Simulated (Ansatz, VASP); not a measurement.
## One calculation of ZnS, two programs

```xyz
4
Lattice="3.8110 0.0000 0.0000 -1.9055 3.3004 0.0000 0.0000 0.0000 6.1717" Properties=species:S:1:pos:R:3 pbc="T T T"
Zn    0.0000    2.2003    0.0000
Zn    1.9055    1.1001    3.0858
S     0.0000    2.2003    2.3761
S     1.9055    1.1001    5.4619
```

Change from the starting cell: zz strain of -1 %.

Alike in both runs: task single point; functional PBEsol; k mesh 8 × 8 × 5; occupations fermi-dirac, width 0.03 eV; no spin polarisation.

|  | VASP | Ansatz |
| --- | --- | --- |
| version | VASP 6.6.1 | Ansatz 0.2.0 |
| potentials or method | VASP PAW PBE potentials, release 64 (Zn, S), cutoff 520 eV | all-electron LAPW, scalar-relativistic |

|  | VASP | Ansatz | Ansatz less VASP |
| --- | --- | --- | --- |
| gap on the k mesh at the Fermi level (eV) | 2.14 | 2.14 | -0.003 |
| pressure (GPa) | -0.4 | -0.6 | -0.18 |
| traceless stress, the component that is largest in VASP (GPa) | -0.45 | -0.44 | +0.014 |
| rms of the force components (eV/Å) | 0.155 | 0.154 | -0.0010 |

VASP's potentials were made for PBE, not for PBEsol. Atom by atom the forces differ by 0.001 eV/Å (rms over components). Ansatz ran all-electron here, and VASP with PAW potentials.
